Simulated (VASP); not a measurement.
Input of a VASP 6.6.1 run:

The input INCAR:

```
SYSTEM = SnO
PREC = Accurate
ENCUT = 520
EDIFF = 1E-6
ISMEAR = -1
SIGMA = 0.02
LREAL = .False.
LASPH = .True.
NELM = 100
ALGO = Normal
ISIF = 2
LWAVE = .False.
LCHARG = .True.
GGA = PE
LELF = .True.
LVHAR = .True.
NBANDS = 17
```

Contents of KPOINTS:

```
Automatic mesh
0
Gamma
  8 8 8
  0 0 0
```

The input POSCAR:

```
SnO
1.0
    0.0000000000      2.5329435184      2.5329435184
    2.5329435184      0.0000000000      2.5329435184
    2.5329435184      2.5329435184      0.0000000000
Sn O
1 1
Direct
    0.0000000000      0.0000000000      0.0000000000
    0.5000000000      0.5000000000      0.5000000000
```

Potentials or basis: VASP PAW PBE potentials, release 64 (Sn_d, O).

The run is started by

```console
$ cat potpaw_PBE.64/Sn_d/POTCAR potpaw_PBE.64/O/POTCAR > POTCAR
$ mpirun -np 1 vasp_std > vasp.out
```

Task: Predict the pressure.

Result: 2.8 GPa.

Task: Predict the band gap on the k mesh.

Result: 0.89 eV, indirect (least direct gap 0.96 eV).

Caveat: spin-orbit coupling is left out, which moves the levels of the heavy elements. A k mesh can miss the band edges.
